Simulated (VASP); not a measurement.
Set up this calculation in VASP 6.6.1, as the native input.

* Task: single point
* Functional: LDA
* Potentials or basis: VASP PAW LDA potentials, release 64 (H, Br, N)
* Cutoff: 520 eV
* k mesh: 4 × 4 × 4
* Occupations: gaussian, width 0.01 eV
* Spin: no spin polarisation
* Dipole correction: no
* Further INCAR settings: ALGO = Normal; EDIFF = 1e-07; NBANDS = 17

The structure of H4BrN lies in POSCAR:

```
H4BrN
1.0
    4.0698830895      0.0000000000      0.0000000000
    0.0000000000      4.0698830895      0.0000000000
    0.0000000000      0.0000000000      4.0698830895
H Br N
4 1 1
Direct
    0.1480000000      0.1480000000      0.1480000000
    0.1480000000      0.8520000000      0.8520000000
    0.8520000000      0.8520000000      0.1480000000
    0.8520000000      0.1480000000      0.8520000000
    0.5000000000      0.5000000000      0.5000000000
    0.0000000000      0.0000000000      0.0000000000
```

The input as run:

INCAR

```
SYSTEM = H4BrN
PREC     = Accurate       ! precision mode
ENCUT    = 520            ! plane-wave cutoff, eV
EDIFF    = 1E-7           ! SCF threshold, eV
ISMEAR   = 0              ! smearing method
SIGMA    = 0.01           ! smearing width, eV
LREAL    = .FALSE.        ! projectors in reciprocal space
LASPH    = .TRUE.         ! aspherical terms in the spheres
NELM     = 60             ! most SCF steps
ALGO     = Normal         ! electronic algorithm
ISIF     = 2              ! what is computed and relaxed
LWAVE    = .FALSE.        ! write WAVECAR
LCHARG   = .TRUE.         ! write CHGCAR
GGA      = CA             ! functional
LELF     = .TRUE.         ! ELF
LVHAR    = .TRUE.       
NBANDS   = 17             ! bands
```

KPOINTS

```
regular mesh
0
G
  4 4 4
  0 0 0
```

Potentials or basis: VASP PAW LDA potentials, release 64 (H, Br, N).

Launch:

```console
$ cat potpaw_LDA.64/H/POTCAR potpaw_LDA.64/Br/POTCAR potpaw_LDA.64/N/POTCAR > POTCAR
$ mpirun -np 1 vasp_std > vasp.out
```

It gave:

```yaml
Pressure: -2.1 GPa
Largest_force: 0.271 eV/Å
Band_gap_on_the_k_mesh: 3.72 eV, indirect (least direct gap 3.81 eV)
```

It took 11 s on 1 thread of Intel Xeon 6975P-C, on a shared host, peak memory 0.15 GiB.
